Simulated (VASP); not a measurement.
Write the native input for VASP 6.6.1 that does the following.

* Task: single point
* Functional: r2SCAN
* Potentials or basis: VASP PAW PBE potentials, release 64 (Hf_pv, O)
* Cutoff: 520 eV
* k mesh: 6 × 6 × 3
* Occupations: gaussian, width 0.05 eV
* Spin: no spin polarisation
* Dipole correction: no
* Further INCAR settings: ALGO = Normal; EDIFF = 1e-06; NBANDS = 56

Crystal: HfO2.

```
Hf O
1.0
    -2.55750   -2.55750    0.00000
     2.55750   -2.55750    0.00000
     0.00000    0.00000   13.23000
Hf O
4 8
Cartesian
  0.0000 0.0000 9.5906
  0.0000 -2.5575 1.9181
  0.0000 0.0000 4.4756
  0.0000 -2.5575 7.0331
  -1.2788 -1.2788 0.6394
  1.2788 -1.2788 3.1969
  -1.2788 -1.2788 5.7544
  1.2788 -1.2788 8.3119
  -1.2788 -1.2788 3.1969
  1.2788 -1.2788 5.7544
  -1.2788 -1.2788 8.3119
  1.2788 -1.2788 0.6394
```

This cell differs from its parent crystal: the distance across one plane changed.

The input as run:

POSCAR

```
HfO2
1.0
   -2.5575000000     -2.5575000000      0.0000000000
    2.5575000000     -2.5575000000      0.0000000000
    0.0000000000      0.0000000000     13.2300000000
Hf O
4 8
Direct
    0.0000000000      0.0000000000      0.7249149660
    0.5000000000      0.5000000000      0.1449829932
    0.0000000000      0.0000000000      0.3382936508
    0.5000000000      0.5000000000      0.5316043084
    0.5000000000      0.0000000000      0.0483276644
    0.0000000000      0.5000000000      0.2416383220
    0.5000000000      0.0000000000      0.4349489796
    0.0000000000      0.5000000000      0.6282596372
    0.5000000000      0.0000000000      0.2416383220
    0.0000000000      0.5000000000      0.4349489796
    0.5000000000      0.0000000000      0.6282596372
    0.0000000000      0.5000000000      0.0483276644
```

INCAR.step1

```
PREC = Accurate
ENCUT = 520
ISMEAR = 0
SIGMA = 0.05
LREAL = F
LASPH = T
NELM = 100
NBANDS = 56
GGA = PE
ALGO = Normal
EDIFF = 1E-4
LWAVE = T
LCHARG = F
```

INCAR.step2

```
PREC = Accurate
ENCUT = 520
EDIFF = 1E-6
ISMEAR = 0
SIGMA = 0.05
LREAL = F
LASPH = T
NELM = 100
ALGO = Normal
ISIF = 2
LWAVE = F
LCHARG = T
METAGGA = R2SCAN
LMIXTAU = T
LELF = T
LVHAR = T
NBANDS = 56
ISTART = 1
```

KPOINTS

```
Automatic mesh
0
Gamma
  6 6 3
```

Potentials or basis: VASP PAW PBE potentials, release 64 (Hf_pv, O).

The run is started by

```console
$ cat potpaw_PBE.64/Hf_pv/POTCAR potpaw_PBE.64/O/POTCAR > POTCAR
$ cp INCAR.step1 INCAR
$ mpirun -np 1 vasp_std > vasp.out
$ cp INCAR.step2 INCAR
$ mpirun -np 1 vasp_std > vasp.out
```

Results of the run:

| Quantity | Value |
| --- | --- |
| Pressure | -13.5 GPa |
| Largest force | 2.964 eV/Å |
| Band gap on the k mesh | zero (bands 44 and 45 overlap by 0.44 eV) |

Caveat: the cell differs from its parent crystal (the distance across one plane changed); the cell stands under tension; the PAW data sets were made with another functional, which shifts forces and pressure a little; spin-orbit coupling is left out, which moves the levels of the heavy elements.

It took 28 min on 1 thread of Oxide Virtual Turin-like Processor, with other jobs on the host, peak memory 0.35 GiB.
